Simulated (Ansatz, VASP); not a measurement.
**Two plane-wave programs on SiC**

Contents of POSCAR:

```
SiC
1.0
    0.0000000000      2.2395332162      2.0603705589
    2.2395332162      0.0000000000      2.0603705589
    2.2395332162      2.2395332162      0.0000000000
Si C
1 1
Direct
    0.0000000000      0.0000000000      0.0000000000
    0.7500000000      0.7500000000      0.7500000000
```

File INCAR.step1:

```
PREC = Accurate
ENCUT = 520
ISMEAR = 0
SIGMA = 0.05
LREAL = False
LASPH = True
NELM = 60
NBANDS = 11
GGA = PE
ALGO = Normal
EDIFF = 1E-4
LWAVE = True
LCHARG = False
```

INCAR.step2

```
PREC = Accurate
ENCUT = 520
EDIFF = 1E-7
ISMEAR = 0
SIGMA = 0.05
LREAL = False
LASPH = True
NELM = 60
ALGO = Normal
ISIF = 2
LWAVE = False
LCHARG = True
METAGGA = R2SCAN
LMIXTAU = True
LELF = True
LVHAR = True
NBANDS = 11
ISTART = 1
```

KPOINTS

```
Automatic mesh
0
Gamma
  12 12 12
```

Input for Ansatz:

```yaml
crystal:
  lattice:
    - [0.0, 2.2395332162, 2.0603705589]
    - [2.2395332162, 0.0, 2.0603705589]
    - [2.2395332162, 2.2395332162, 0.0]
  atoms:
    - { symbol: Si, position: [0.0, 0.0, 0.0] }
    - { symbol: C, position: [0.75, 0.75, 0.75] }
basis:
  ecutwfc: 500
kpoints:
  mp_grid: { grid: [12, 12, 12] }
hamiltonian:
  xc: r2scan
scf:
  occupations: { method: gaussian, width: 0.05 }
output:
  forces: true
  stress: true
  eigenvalues: true
```

Alike in both runs: task single point; functional r2SCAN; k mesh 12 × 12 × 12; occupations gaussian, width 0.05 eV; no spin polarisation.

```csv
,VASP,Ansatz
version,VASP 6.6.1,Ansatz 0.2.0
potentials or method,"VASP PAW PBE potentials, release 64 (Si, C), cutoff 520 eV","scalar-relativistic, plane waves, PAW"
valence electrons in the cell,8,8
```

```tsv
	VASP	Ansatz	Ansatz less VASP
gap on the k mesh at the Fermi level (eV)	0.90	0.89	-0.010
least direct gap on the mesh (eV)	4.97	4.96	-0.013
pressure (GPa)	-0.7	-0.5	+0.18
traceless stress, the component that is largest in VASP (GPa)	13.14	13.07	-0.068
```

VASP's potentials were made for PBE, not for r2SCAN. With one functional, cell and mesh, what is left measures potentials, basis and numerics.
